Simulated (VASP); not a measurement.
# Mg3GeN (P4/mmm) in VASP: single point with PBE

Aim: the single point of Mg3GeN with PBE.

Program: VASP 6.6.1. These are calculated values, not measurements. Logs are shortened: lines on timing, memory, paths and dates and some standing lists are left out, and cuts for length are marked.

## (1) The cell of the first run

Symmetry: P4/mmm, No. 123, tetragonal system. The conventional cell has a = 4.305 Å, b = 4.305 Å, c = 5.281 Å, α = 90.00°, β = 90.00°, γ = 90.00°. Within 2.8 Å of Mg (site symmetry mmm) lie 2 Ge at 2.15 Å and 2 N at 2.15 Å. Mg (site symmetry 4/mmm) has 2 Ge at 2.64 Å and 8 Mg at 3.41 Å within 3.5 Å. Ge (site symmetry 4/mmm) has 6 Mg at 2.15 to 2.64 Å within 2.8 Å. N (site symmetry 4/mmm) has 4 Mg at 2.15 Å within 2.8 Å.

## (2) Single point, PBE

INCAR reads:

```
ALGO     = Normal         # electronic algorithm
EDIFF    = 1E-7           # SCF threshold, eV
ENCUT    = 520            # plane-wave cutoff, eV
GGA      = PE             # functional
ISIF     = 2              # what is computed and relaxed
ISMEAR   = 0              # smearing method
LASPH    = True           # aspherical terms in the spheres
LCHARG   = False          # write CHGCAR
LREAL    = False          # projectors in reciprocal space
LWAVE    = False          # write WAVECAR
NBANDS   = 20             # bands
NELM     = 60             # most SCF steps
PREC     = Accurate       # precision mode
SIGMA    = 0.1            # smearing width, eV
```

KPOINTS reads:

```
k-points
0
Gamma
  4 4 4
```

POSCAR reads:

```
Mg3GeN
1.0
    4.3051283600      0.0000000000      0.0000000000
    0.0000000000      4.3051283600      0.0000000000
    0.0000000000      0.0000000000      5.2805338600
Mg Ge N
3 1 1
Direct
    0.0000000000      0.5000000000      0.5000000000
    0.5000000000      0.0000000000      0.5000000000
    0.0000000000      0.0000000000      0.0000000000
    0.0000000000      0.0000000000      0.5000000000
    0.5000000000      0.5000000000      0.5000000000
```

Potentials or basis: VASP PAW PBE potentials, release 64 (Mg, Ge_d, N).

Launch:

```console
cat potpaw_PBE.64/Mg/POTCAR potpaw_PBE.64/Ge_d/POTCAR potpaw_PBE.64/N/POTCAR > POTCAR
mpirun -np 1 vasp_std > vasp.out
```

OUTCAR:

```text
EDIFF = 1E-7
   ENCUT = 520
   GGA = PE
   ISIF = 2
   ISMEAR = 0
   LASPH = True
   LREAL = False
   NELM = 60
   PREC = Accurate

 ion  position               nearest neighbor table
   1  0.000  0.500  0.500-   4 2.15   5 2.15   4 2.15   5 2.15   2 3.04   2 3.04   2 3.04   2 3.04
                             3 3.41   3 3.41   3 3.41   3 3.41
   2  0.500  0.000  0.500-   4 2.15   5 2.15   5 2.15   4 2.15   1 3.04   1 3.04   1 3.04   1 3.04
                             3 3.41   3 3.41   3 3.41   3 3.41
   3  0.000  0.000  0.000-   4 2.64   4 2.64   1 3.41   1 3.41   2 3.41   2 3.41   1 3.41   1 3.41
                             2 3.41   2 3.41
   4  0.000  0.000  0.500-   1 2.15   2 2.15   1 2.15   2 2.15   3 2.64   3 2.64
   5  0.500  0.500  0.500-   1 2.15   2 2.15   2 2.15   1 2.15

  LATTYP: Found a simple tetragonal cell.
 ALAT       =     4.3051283600
 C/A-ratio  =     1.2265682736

  Lattice vectors:

 A1 = (   4.3051283600,   0.0000000000,   0.0000000000)
 A2 = (   0.0000000000,   4.3051283600,   0.0000000000)
 A3 = (   0.0000000000,   0.0000000000,   5.2805338600)

Analysis of symmetry for initial positions (statically):
=====================================================================
 Subroutine PRICEL returns:
 Original cell was already a primitive cell.

 Routine SETGRP: Setting up the symmetry group for a
 simple tetragonal supercell.

 Subroutine GETGRP returns: Found 16 space group operations
 (whereof 16 operations were pure point group operations)
 out of a pool of 16 trial point group operations.

The static configuration has the point symmetry D_4h.

Analysis of symmetry for dynamics (positions and initial velocities):
=====================================================================
 Subroutine PRICEL returns:
 Original cell was already a primitive cell.

 Routine SETGRP: Setting up the symmetry group for a
 simple tetragonal supercell.

 Subroutine GETGRP returns: Found 16 space group operations
 (whereof 16 operations were pure point group operations)
 out of a pool of 16 trial point group operations.

The dynamic configuration has the point symmetry D_4h.

 Subroutine INISYM returns: Found 16 space group operations
 (whereof 16 operations are pure point group operations),
 and found     1 'primitive' translations

----------------------------------------------------------------------------------------

                                     Primitive cell

  volume of cell :      97.8701

  direct lattice vectors                    reciprocal lattice vectors
     4.305128360  0.000000000  0.000000000     0.232281111  0.000000000  0.000000000
     0.000000000  4.305128360  0.000000000     0.000000000  0.232281111  0.000000000
     0.000000000  0.000000000  5.280533860     0.000000000  0.000000000  0.189374792

  length of vectors
     4.305128360  4.305128360  5.280533860     0.232281111  0.232281111  0.189374792

  position of ions in fractional coordinates (direct lattice)
     0.000000000  0.500000000  0.500000000
     0.500000000  0.000000000  0.500000000
     0.000000000  0.000000000  0.000000000
     0.000000000  0.000000000  0.500000000
     0.500000000  0.500000000  0.500000000

  ion indices of the primitive-cell ions
   primitive index   ion index
                 1           1
                 2           2
                 3           3
                 4           4
                 5           5

----------------------------------------------------------------------------------------

 KPOINTS: k-points

Automatic generation of k-mesh.
 Grid dimensions read from file:
 generate k-points for:    4    4    4

 Generating k-lattice:

  Cartesian coordinates                     Fractional coordinates (reciprocal lattice)
     0.058070278  0.000000000  0.000000000     0.250000000  0.000000000  0.000000000
     0.000000000  0.058070278  0.000000000     0.000000000  0.250000000  0.000000000
     0.000000000  0.000000000  0.047343698     0.000000000  0.000000000  0.250000000

  Length of vectors
     0.058070278  0.058070278  0.047343698

  Shift w.r.t. Gamma in fractional coordinates (k-lattice)
     0.000000000  0.000000000  0.000000000

 Subroutine IBZKPT returns following result:
 ===========================================

 Found     18 irreducible k-points:

 Following reciprocal coordinates:
            Coordinates               Weight
  0.000000  0.000000  0.000000      1.000000
  0.250000  0.000000  0.000000      4.000000
  0.500000  0.000000  0.000000      2.000000
  0.250000  0.250000  0.000000      4.000000
  0.500000  0.250000  0.000000      4.000000
  0.500000  0.500000  0.000000      1.000000
[... 10 lines left out ...]
  0.500000  0.250000  0.500000      4.000000
  0.500000  0.500000  0.500000      1.000000
   k-points           NKPTS =     18   k-points in BZ     NKDIM =     18   number of bands    NBANDS=     20
   number of dos      NEDOS =    301   number of ions     NIONS =      5
   total plane-waves  NPLWV =  40960
   dimension x,y,z NGX =    32 NGY =   32 NGZ =   40
   dimension x,y,z NGXF=    64 NGYF=   64 NGZF=   80
   ions per type =               3   1   1
   NGX,Y,Z   is equivalent  to a cutoff of  12.36, 12.36, 12.59 a.u.
   NGXF,Y,Z  is equivalent  to a cutoff of  24.71, 24.71, 25.19 a.u.
 SYSTEM =  unknown system
   PREC   = accura    normal or accurate (medium, high low for compatibility)
   ISTART =      0    job   : 0-new  1-cont  2-samecut
   ICHARG =      2    charge: 1-file 2-atom 10-const
   ISPIN  =      1    spin polarized calculation?
   LNONCOLLINEAR =      F non collinear calculations
   LSORBIT =      F    spin-orbit coupling
   LASPH  =      T    aspherical Exc in radial PAW
   ENCUT  =  520.0 eV  38.22 Ry    6.18 a.u.   8.00  8.00  9.82*2*pi/ulx,y,z
   NELM   =     60;   NELMIN=  2; NELMDL= -5     # of ELM steps
   EDIFF  = 0.1E-06   stopping-criterion for ELM
   LREAL  =      F    real-space projection
   EDIFFG = 0.1E-05   stopping-criterion for IOM
   NSW    =      0    number of steps for IOM
   IBRION =     -1    ionic relax: 0-MD 1-quasi-New 2-CG
   NFREE  =      0    steps in history (QN), initial steepest desc. (CG)
   ISIF   =      2    stress and relaxation
   ISYM   =      2    0-nonsym 1-usesym 2-fastsym
   POTIM  = 0.5000    time-step for ionic-motion
   TEBEG  =    0.0;   TEEND  =   0.0 temperature during run
   PSTRESS=    0.0 pullay stress
   NELECT =      25.0000    total number of electrons
   NUPDOWN=      -1.0000    fix difference up-down
   EMIN   =  10.00;   EMAX   =-10.00  energy-range for DOS
   EFERMI =   0.00;   METHOD = LEGACY
   ISMEAR =     0;   SIGMA  =   0.10  broadening in eV -4-tet -1-fermi 0-gaus
   EFERMI_NEDOS =   21; number of points for ismear=-14 and -15
   IALGO  =     38    algorithm
   IMIX   =      4    mixing-type and parameters
     AMIX     =   0.40;   BMIX     =  1.00
     AMIX_MAG =   1.60;   BMIX_MAG =  1.00
  volume/ion in A,a.u.               =      19.57       132.09
  Fermi-wavevector in a.u.,A,eV,Ry     =   1.038735  1.962925 14.680287  1.078971
  Thomas-Fermi vector in A             =   2.173233
   LORBIT       =      0    0 simple, 1 ext, 2 COOP (PROOUT), +10 PAW based schemes
   GGA     = PE    functional components
   LHFCALC =     F    Hartree Fock is set to
   AEXX    =    0.0000 exact exchange contribution
   IVDW    =     0    specifies the selected vdW correction
   LEPSILON=     F    determine dielectric tensor
   LRPA    =     F    only Hartree local field effects (RPA)
 non-spin polarized calculation
 Gauss-broadening in eV      SIGMA  =   0.10
  energy-cutoff  :      520.00
  volume of cell :       97.87
 maximum number of plane-waves:      2688
   NGX = 17   NGY = 17   NGZ = 19

 number of electron      24.9999979 magnetization

 Free energy of the ion-electron system (eV)
  ---------------------------------------------------
  ext. energy  EPLUGINS =         0.00000000
  ---------------------------------------------------
  free energy    TOTEN  =       -12.08646256 eV

  energy without entropy =      -12.08254626  energy(sigma->0) =      -12.08450441

 E-fermi :   2.8197     XC(G=0):  -8.6905

 val. band max:        2.7703827981   @ k =   0.0000   0.0000   0.0000
 cond. band min:       2.8202032165   @ k =   0.5000   0.5000   0.5000
 fundamental gap:      0.0498204184
 Fermi energy:         2.8197376526

 k-point     1 :       0.0000    0.0000    0.0000
  band No.  band energies     occupation
      1     -21.6496      2.00000
      2     -21.5420      2.00000
      3     -21.4920      2.00000
      4     -21.4684      2.00000
      5     -21.4684      2.00000
      6     -10.3720      2.00000
[... 12 lines left out ...]
     19       8.4766      0.00000
     20       8.5363      0.00000

 k-point     2 :       0.2500    0.0000    0.0000
  band No.  band energies     occupation
      1     -21.6437      2.00000
      2     -21.5416      2.00000
      3     -21.4896      2.00000
      4     -21.4684      2.00000
      5     -21.4679      2.00000
      6     -10.1853      2.00000
[... 12 lines left out ...]
     19       8.8306      0.00000
     20      10.3050      0.00000

 k-point     3 :       0.5000    0.0000    0.0000
  band No.  band energies     occupation
      1     -21.6379      2.00000
      2     -21.5411      2.00000
      3     -21.4869      2.00000
      4     -21.4684      2.00000
      5     -21.4674      2.00000
      6      -9.9628      2.00000
[... 12 lines left out ...]
     19       9.3561      0.00000
     20       9.9267      0.00000

 k-point     4 :       0.2500    0.2500    0.0000
  band No.  band energies     occupation
      1     -21.6375      2.00000
      2     -21.5412      2.00000
      3     -21.4873      2.00000
      4     -21.4679      2.00000
      5     -21.4679      2.00000
      6     -10.0365      2.00000
[... 291 lines left out ...]
 k-point    17 :       0.5000    0.2500    0.5000
  band No.  band energies     occupation
      1     -21.6316      2.00000
      2     -21.5409      2.00000
      3     -21.4840      2.00000
      4     -21.4678      2.00000
      5     -21.4674      2.00000
      6      -9.8608      2.00000
[... 12 lines left out ...]
     19       9.6387      0.00000
     20      10.3088      0.00000

 k-point    18 :       0.5000    0.5000    0.5000
  band No.  band energies     occupation
      1     -21.6254      2.00000
      2     -21.5407      2.00000
      3     -21.4818      2.00000
      4     -21.4673      2.00000
      5     -21.4673      2.00000
      6      -9.7632      2.00000
[... 12 lines left out ...]
     19       9.1098      0.00000
     20      10.2685      0.00000

------------------------ aborting loop because EDIFF is reached ----------------------------------------

  FORCE on cell =-STRESS in cart. coord.  units (eV):
  Direction    XX          YY          ZZ          XY          YZ          ZX
  --------------------------------------------------------------------------------------
  -------------------------------------------------------------------------------------
  Total       19.8377840     19.8377840     -0.1367182      0.0000000     -0.0000000     -0.0000000
  in kB      324.7533940    324.7533940     -2.2381377      0.0000000     -0.0000000     -0.0000000
  external PRESSURE =     215.7562167 kB  Pullay stress =       0.0000000 kB

 VOLUME and BASIS-vectors are now :
 -----------------------------------------------------------------------------
  energy-cutoff  :      520.00
  volume of cell :       97.87
      direct lattice vectors                 reciprocal lattice vectors
     4.305128360  0.000000000  0.000000000     0.232281111  0.000000000  0.000000000
     0.000000000  4.305128360  0.000000000     0.000000000  0.232281111  0.000000000
     0.000000000  0.000000000  5.280533860     0.000000000  0.000000000  0.189374792

 POSITION                                       TOTAL-FORCE (eV/Angst)
 -----------------------------------------------------------------------------------
      0.00000      2.15256      2.64027         0.000000      0.000000      0.000000
      2.15256      0.00000      2.64027         0.000000      0.000000      0.000000
      0.00000      0.00000      0.00000         0.000000      0.000000      0.000000
      0.00000      0.00000      2.64027         0.000000      0.000000      0.000000
      2.15256      2.15256      2.64027         0.000000      0.000000      0.000000
 -----------------------------------------------------------------------------------
    total drift:                                0.000000      0.000000     -0.000000

  FREE ENERGIE OF THE ION-ELECTRON SYSTEM (eV)
  ---------------------------------------------------
  free  energy   TOTEN  =       -12.0864625585 eV

  energy  without entropy=      -12.0825462640  energy(sigma->0) =      -12.08450441
```

Wall time 18 s (1 thread of Intel Xeon 6975P-C (Granite Rapids), shared host); peak memory 0.21 GiB.

What came out:

| Item | Value |
| --- | --- |
| Free energy | -12.0865 eV |
| Pressure | 21.6 GPa |

Caveat: the k points lie up to 0.36 Å⁻¹ apart.
